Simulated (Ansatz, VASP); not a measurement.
## Two plane-wave programs on Si2Ni

Contents of INCAR:

```
ALGO = Normal
EDIFF = 1E-7
ENCUT = 520
GGA = PE
ISIF = 2
ISMEAR = 0
LASPH = T
LCHARG = F
LREAL = F
LWAVE = F
NBANDS = 16
NELM = 80
PREC = Accurate
SIGMA = 0.15
```

Contents of KPOINTS:

```
k-points
0
Gamma
  16 16 16
```

File POSCAR:

```
Si2Ni
1.0
    0.0000000000      2.4264072065      3.4309397899
    2.4264072065      0.0000000000      3.4309397899
    2.4264072065      2.4264072065      0.0000000000
Si Ni
2 1
Direct
    0.2500000000      0.2500000000      0.2500000000
    0.7500000000      0.7500000000      0.7500000000
    0.0000000000      0.0000000000      0.0000000000
```

Input for Ansatz:

```yaml
crystal:
  lattice:
    - [0.0, 2.4264072065, 3.4309397899]
    - [2.4264072065, 0.0, 3.4309397899]
    - [2.4264072065, 2.4264072065, 0.0]
  atoms:
    - { symbol: Si, position: [0.25, 0.25, 0.25] }
    - { symbol: Si, position: [0.75, 0.75, 0.75] }
    - { symbol: Ni, position: [0.0, 0.0, 0.0] }
basis:
  ecutwfc: 420
kpoints:
  mp_grid: { grid: [16, 16, 16] }
hamiltonian:
  xc: pbe
scf:
  occupations: { method: gaussian, width: 0.15 }
output:
  forces: true
  stress: true
  eigenvalues: true
```

Alike in both runs: task single point; functional PBE; k mesh 16 × 16 × 16; occupations gaussian, width 0.15 eV; no spin polarisation.

```csv
,VASP,Ansatz
version,VASP 6.6.1,Ansatz 0.2.0
potentials or method,"VASP PAW PBE potentials, release 64 (Si, Ni), cutoff 520 eV","scalar-relativistic, plane waves, PAW"
valence electrons in the cell,18,26
```

|  | VASP | Ansatz | Ansatz less VASP |
| --- | --- | --- | --- |
| gap on the k mesh at the Fermi level (eV) | none | none | - |
| pressure (GPa) | 4.9 | 4.9 | -0.03 |
| traceless stress, the component that is largest in VASP (GPa) | -16.87 | -17.24 | -0.369 |

A gap of «none» marks a metal or a gap that the smearing closes. VASP's potentials hold 18 valence electrons a cell and Ansatz's 26, so a difference there can come from the potentials and not from the codes.
